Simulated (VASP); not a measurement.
# Ge in VASP: single point with PBEsol

Aim: the single point of Ge with PBEsol.

All numbers are computed with VASP 6.6.1; they aren't measurements. Logs are shortened: lines on timing, memory, paths and dates and some standing lists are left out, and cuts for length are marked.

### Step 1. The cell of the first run

The typed cell holds 2 atoms: a = 2.841 Å, b = 2.841 Å, c = 5.289 Å, α = 90.00°, β = 90.00°, γ = 120.44°.

This isn't the form of Ge at room conditions, which is diamond.

### Step 2. Single point, PBEsol (strain +0.0150 x Voigt [1, -1, 0, 0, 0, 0])

INCAR reads:

```
SYSTEM = Ge
PREC = Accurate
ENCUT = 520
EDIFF = 1E-6
ISMEAR = 0
SIGMA = 0.15
LREAL = .FALSE.
LASPH = .TRUE.
NELM = 60
ALGO = Fast
ISIF = 2
LWAVE = .FALSE.
LCHARG = .FALSE.
GGA = PS
NBANDS = 21
```

KPOINTS reads:

```
Automatic mesh
0
G
  24 24 12
  0 0 0
```

POSCAR reads:

```
Ge
1.0
    1.4110658803     -2.4656796935      0.0000000000
    1.4110658803      2.4656796935      0.0000000000
    0.0000000000      0.0000000000      5.2893154426
Ge
2
Direct
    0.4999654145      0.5000345855      0.2500000000
    0.5000345855      0.4999654145      0.7500000000
```

Potentials or basis: VASP PAW PBE potentials, release 64 (Ge_d).

The run is started by

```
$ cat potpaw_PBE.64/Ge_d/POTCAR > POTCAR
$ mpirun -np 1 vasp_std > vasp.out
```

OUTCAR:

```text
SYSTEM = Ge
   PREC = Accurate
   ENCUT = 520
   EDIFF = 1E-6
   ISMEAR = 0
   LREAL = .FALSE.
   LASPH = .TRUE.
   NELM = 60
   ISIF = 2
   GGA = PS

 ion  position               nearest neighbor table
   1  0.500  0.500  0.250-   2 2.64   2 2.64
   2  0.500  0.500  0.750-   1 2.64   1 2.64

  LATTYP: Found a base centered orthorhombic cell.
 ALAT       =     2.8221317606
 B/A-ratio  =     1.7473880759
 C/A-ratio  =     1.8742269643

  Lattice vectors:

 A1 = (   1.4110658803,  -2.4656796935,   0.0000000000)
 A2 = (   1.4110658803,   2.4656796935,   0.0000000000)
 A3 = (   0.0000000000,   0.0000000000,   5.2893154426)

Analysis of symmetry for initial positions (statically):
=====================================================================
 Subroutine PRICEL returns:
 Original cell was already a primitive cell.

 Routine SETGRP: Setting up the symmetry group for a
 base centered orthorhombic supercell.

 Subroutine GETGRP returns: Found  8 space group operations
 (whereof  4 operations were pure point group operations)
 out of a pool of  8 trial point group operations.

The static configuration has the point symmetry C_2h.
 The point group associated with its full space group is D_2h.

Analysis of symmetry for dynamics (positions and initial velocities):
=====================================================================
 Subroutine PRICEL returns:
 Original cell was already a primitive cell.

 Routine SETGRP: Setting up the symmetry group for a
 base centered orthorhombic supercell.

 Subroutine GETGRP returns: Found  8 space group operations
 (whereof  4 operations were pure point group operations)
 out of a pool of  8 trial point group operations.

The dynamic configuration has the point symmetry C_2h.
 The point group associated with its full space group is D_2h.

 Subroutine INISYM returns: Found  8 space group operations
 (whereof  4 operations are pure point group operations),
 and found     1 'primitive' translations

----------------------------------------------------------------------------------------

                                     Primitive cell

  volume of cell :      36.8056

  direct lattice vectors                    reciprocal lattice vectors
     1.411065880 -2.465679693  0.000000000     0.354342067 -0.202783841  0.000000000
     1.411065880  2.465679693  0.000000000     0.354342067  0.202783841  0.000000000
     0.000000000  0.000000000  5.289315443     0.000000000  0.000000000  0.189060382

  length of vectors
     2.840894801  2.840894801  5.289315443     0.408264114  0.408264114  0.189060382

  position of ions in fractional coordinates (direct lattice)
     0.499965414  0.500034586  0.250000000
     0.500034586  0.499965414  0.750000000

  ion indices of the primitive-cell ions
   primitive index   ion index
                 1           1
                 2           2

----------------------------------------------------------------------------------------

 KPOINTS: Automatic mesh

Automatic generation of k-mesh.
 Grid dimensions read from file:
 generate k-points for:   24   24   12

 Generating k-lattice:

  Cartesian coordinates                     Fractional coordinates (reciprocal lattice)
     0.014764253 -0.008449327  0.000000000     0.041666667  0.000000000  0.000000000
     0.014764253  0.008449327  0.000000000     0.000000000  0.041666667  0.000000000
     0.000000000  0.000000000  0.015755032     0.000000000  0.000000000  0.083333333

  Length of vectors
     0.017011005  0.017011005  0.015755032

  Shift w.r.t. Gamma in fractional coordinates (k-lattice)
     0.000000000  0.000000000  0.000000000

 Subroutine IBZKPT returns following result:
 ===========================================

 Found   1099 irreducible k-points:

 Following reciprocal coordinates:
            Coordinates               Weight
  0.000000  0.000000  0.000000      1.000000
  0.041667  0.000000  0.000000      4.000000
  0.083333  0.000000  0.000000      4.000000
  0.125000  0.000000  0.000000      4.000000
  0.166667  0.000000  0.000000      4.000000
  0.208333  0.000000  0.000000      4.000000
[... 16 lines left out ...]
  0.416667  0.041667  0.000000      4.000000
  0.458333  0.041667  0.000000      4.000000
 [... further k-points ...]
   k-points           NKPTS =   1099   k-points in BZ     NKDIM =   1099   number of bands    NBANDS=     21
   number of dos      NEDOS =    301   number of ions     NIONS =      2
   total plane-waves  NPLWV =  23040
   dimension x,y,z NGX =    24 NGY =   24 NGZ =   40
   dimension x,y,z NGXF=    48 NGYF=   48 NGZF=   80
   ions per type =               2
   NGX,Y,Z   is equivalent  to a cutoff of  14.04, 14.04, 12.57 a.u.
   NGXF,Y,Z  is equivalent  to a cutoff of  28.09, 28.09, 25.14 a.u.
 SYSTEM =  Ge
   PREC   = accura    normal or accurate (medium, high low for compatibility)
   ISTART =      0    job   : 0-new  1-cont  2-samecut
   ICHARG =      2    charge: 1-file 2-atom 10-const
   ISPIN  =      1    spin polarized calculation?
   LNONCOLLINEAR =      F non collinear calculations
   LSORBIT =      F    spin-orbit coupling
   LASPH  =      T    aspherical Exc in radial PAW
   ENCUT  =  520.0 eV  38.22 Ry    6.18 a.u.   5.28  5.28  9.83*2*pi/ulx,y,z
   NELM   =     60;   NELMIN=  2; NELMDL= -5     # of ELM steps
   EDIFF  = 0.1E-05   stopping-criterion for ELM
   LREAL  =      F    real-space projection
[... 7 lines left out ...]
   TEBEG  =    0.0;   TEEND  =   0.0 temperature during run
   PSTRESS=    0.0 pullay stress
   NELECT =      28.0000    total number of electrons
   NUPDOWN=      -1.0000    fix difference up-down
   EMIN   =  10.00;   EMAX   =-10.00  energy-range for DOS
   EFERMI =   0.00;   METHOD = LEGACY
   ISMEAR =     0;   SIGMA  =   0.15  broadening in eV -4-tet -1-fermi 0-gaus
   EFERMI_NEDOS =   21; number of points for ismear=-14 and -15
   IALGO  =     68    algorithm
   IMIX   =      4    mixing-type and parameters
     AMIX     =   0.40;   BMIX     =  1.00
     AMIX_MAG =   1.60;   BMIX_MAG =  1.00
  volume/ion in A,a.u.               =      18.40       124.19
  Fermi-wavevector in a.u.,A,eV,Ry     =   1.494479  2.824155 30.388154  2.233466
  Thomas-Fermi vector in A             =   2.606746
   LORBIT       =      0    0 simple, 1 ext, 2 COOP (PROOUT), +10 PAW based schemes
   GGA     = PS    functional components
   LHFCALC =     F    Hartree Fock is set to
   AEXX    =    0.0000 exact exchange contribution
   IVDW    =     0    specifies the selected vdW correction
   LEPSILON=     F    determine dielectric tensor
   LRPA    =     F    only Hartree local field effects (RPA)
 non-spin polarized calculation
 RMM-DIIS sequential band-by-band and
 Gauss-broadening in eV      SIGMA  =   0.15
  energy-cutoff  :      520.00
  volume of cell :       36.81
 maximum number of plane-waves:      1008
 NGX is ok and might be reduce to    24
   NGX = 11   NGY = 11   NGZ = 19

 number of electron      28.0000007 magnetization

 Free energy of the ion-electron system (eV)
  ---------------------------------------------------
  ext. energy  EPLUGINS =         0.00000000
  ---------------------------------------------------
  free energy    TOTEN  =        -9.51158884 eV

  energy without entropy =       -9.50311169  energy(sigma->0) =       -9.50735027

 E-fermi :   6.7815     XC(G=0): -11.5081

 val. band max:        6.7778221110   @ k =  -0.4583   0.1250   0.2500
 cond. band min:       6.7918385418   @ k =   0.2500   0.2083   0.0833
 fundamental gap:      0.0140164308
 Fermi energy:         6.7815254503

 k-point     1 :       0.0000    0.0000    0.0000
  band No.  band energies     occupation
      1     -17.9563      2.00000
      2     -17.8534      2.00000
      3     -17.8460      2.00000
      4     -17.8413      2.00000
      5     -17.8342      2.00000
      6     -17.7710      2.00000
[... 13 lines left out ...]
     20      20.9334      0.00000
     21      21.2207      0.00000

 k-point     2 :       0.0417    0.0000    0.0000
  band No.  band energies     occupation
      1     -17.9551      2.00000
      2     -17.8520      2.00000
      3     -17.8456      2.00000
      4     -17.8399      2.00000
      5     -17.8338      2.00000
      6     -17.7718      2.00000
[... 13 lines left out ...]
     20      20.3261      0.00000
     21      21.2455      0.00000

 k-point     3 :       0.0833    0.0000    0.0000
  band No.  band energies     occupation
      1     -17.9514      2.00000
      2     -17.8508      2.00000
      3     -17.8412      2.00000
      4     -17.8388      2.00000
      5     -17.8296      2.00000
      6     -17.7757      2.00000
[... 13 lines left out ...]
     20      19.4251      0.00000
     21      21.5656      0.00000

 k-point     4 :       0.1250    0.0000    0.0000
  band No.  band energies     occupation
      1     -17.9460      2.00000
      2     -17.8520      2.00000
      3     -17.8408      2.00000
      4     -17.8306      2.00000
      5     -17.8195      2.00000
      6     -17.7830      2.00000
[... 13 lines left out ...]
     20      18.8653      0.00000
     21      20.0292      0.00000

 k-point     5 :       0.1667    0.0000    0.0000
  band No.  band energies     occupation
      1     -17.9397      2.00000
      2     -17.8537      2.00000
      3     -17.8446      2.00000
      4     -17.8162      2.00000
      5     -17.8056      2.00000
      6     -17.7927      2.00000
[... 13 lines left out ...]
     20      18.5199      0.00000
     21      18.8272      0.00000

 k-point     6 :       0.2083    0.0000    0.0000
  band No.  band energies     occupation
      1     -17.9339      2.00000
      2     -17.8544      2.00000
      3     -17.8497      2.00000
      4     -17.8040      2.00000
      5     -17.7992      2.00000
      6     -17.7892      2.00000
[... 13 lines left out ...]
     20      17.0404      0.00000
     21      19.0935      0.00000

 k-point     7 :       0.2500    0.0000    0.0000
  band No.  band energies     occupation
      1     -17.9298      2.00000
      2     -17.8556      2.00000
      3     -17.8534      2.00000
      4     -17.8160      2.00000
      5     -17.7808      2.00000
      6     -17.7807      2.00000
[... 13 lines left out ...]
     20      16.2761      0.00000
     21      19.4919      0.00000
[... 291 lines left out ...]
      1     -17.9264      2.00000
      2     -17.8632      2.00000
      3     -17.8482      2.00000
      4     -17.8338      2.00000
      5     -17.7854      2.00000
      6     -17.7533      2.00000
[... 13 lines left out ...]
     20      16.1593      0.00000
     21      20.2909      0.00000

 k-point    21 :       0.3333    0.0417    0.0000
  band No.  band energies     occupation
      1     -17.9274      2.00000
      2     -17.8688      2.00000
      3     -17.8439      2.00000
      4     -17.8429      2.00000
      5     -17.7878      2.00000
      6     -17.7375      2.00000
[... 13 lines left out ...]
     20      16.5044      0.00000
     21      19.8870      0.00000

 k-point    22 :       0.3750    0.0417    0.0000
  band No.  band energies     occupation
      1     -17.9292      2.00000
      2     -17.8734      2.00000
      3     -17.8521      2.00000
      4     -17.8376      2.00000
      5     -17.7898      2.00000
      6     -17.7413      2.00000
[... 13 lines left out ...]
     20      17.0271      0.00000
     21      19.6062      0.00000

 k-point    23 :       0.4167    0.0417    0.0000
  band No.  band energies     occupation
      1     -17.9309      2.00000
      2     -17.8768      2.00000
      3     -17.8579      2.00000
      4     -17.8334      2.00000
      5     -17.7912      2.00000
      6     -17.7450      2.00000
[... 13 lines left out ...]
     20      17.4686      0.00000
     21      19.4151      0.00000

 k-point    24 :       0.4583    0.0417    0.0000
  band No.  band energies     occupation
      1     -17.9319      2.00000
      2     -17.8785      2.00000
      3     -17.8608      2.00000
      4     -17.8311      2.00000
      5     -17.7919      2.00000
      6     -17.7469      2.00000
[... 13 lines left out ...]
     20      17.7317      0.00000
     21      19.3157      0.00000

 [... further k-points ...]
[... 5 lines left out ...]
  --------------------------------------------------------------------------------------
  -------------------------------------------------------------------------------------
  Total        0.0674656     -0.0430641      0.0774575      0.0000000     -0.0000000      0.0000000
  in kB        2.9368346     -1.8746151      3.3717925      0.0000000     -0.0000000      0.0000000
  external PRESSURE =       1.4780040 kB  Pullay stress =       0.0000000 kB

 VOLUME and BASIS-vectors are now :
 -----------------------------------------------------------------------------
  energy-cutoff  :      520.00
  volume of cell :       36.81
      direct lattice vectors                 reciprocal lattice vectors
     1.411065880 -2.465679693  0.000000000     0.354342067 -0.202783841  0.000000000
     1.411065880  2.465679693  0.000000000     0.354342067  0.202783841  0.000000000
     0.000000000  0.000000000  5.289315443     0.000000000  0.000000000  0.189060382

 POSITION                                       TOTAL-FORCE (eV/Angst)
 -----------------------------------------------------------------------------------
      1.41107      0.00017      1.32233         0.000000     -0.000107      0.000000
      1.41107     -0.00017      3.96699         0.000000      0.000107      0.000000
 -----------------------------------------------------------------------------------
    total drift:                                0.000000      0.000000     -0.000000

  FREE ENERGIE OF THE ION-ELECTRON SYSTEM (eV)
  ---------------------------------------------------
  free  energy   TOTEN  =        -9.5115888433 eV

  energy  without entropy=       -9.5031116914  energy(sigma->0) =       -9.50735027
```

It took 22 min on 1 thread of Oxide Virtual Turin-like, shared host; peak memory 0.67 GiB.

What came out:

```
Free energy            : -9.5116 eV
Pressure               : 0.1 GPa
Band gap on the k mesh : zero (bands 14 and 15 overlap by 9.46 eV)
```

Stress tensor (GPa, compression positive):
```
 0.29  0.00  0.00
 0.00 -0.19  0.00
 0.00  0.00  0.34
```

Levels at points of the mesh, in eV from the Fermi level:
```csv
k point,band 11,band 12,band 13,band 14,band 15,band 16,band 17,band 18
"(0.00, 0.00, 0.00)",-13.42,-9.35,-6.13,6.94,8.37,8.54,10.43,11.47
"(0.50, 0.00, 0.00)",-8.22,-5.78,-3.74,-2.50,-1.96,3.34,4.09,7.20
"(0.50, 0.50, 0.00)",-8.33,-5.81,-3.86,-2.52,-2.04,3.29,4.32,7.43
"(0.00, 0.00, 0.50)",-12.13,-12.13,-0.66,-0.66,9.58,9.58,9.75,9.75
"(0.50, 0.00, 0.50)",-6.94,-6.94,-4.56,-4.56,3.89,3.89,5.28,5.28
"(0.50, 0.50, 0.50)",-7.05,-7.05,-4.59,-4.59,3.80,3.80,5.52,5.52
```

Caveat: the cell differs from its parent crystal (strain +0.0150 x Voigt [1, -1, 0, 0, 0, 0]); the PAW data sets were made with another functional, which shifts forces and pressure a little.
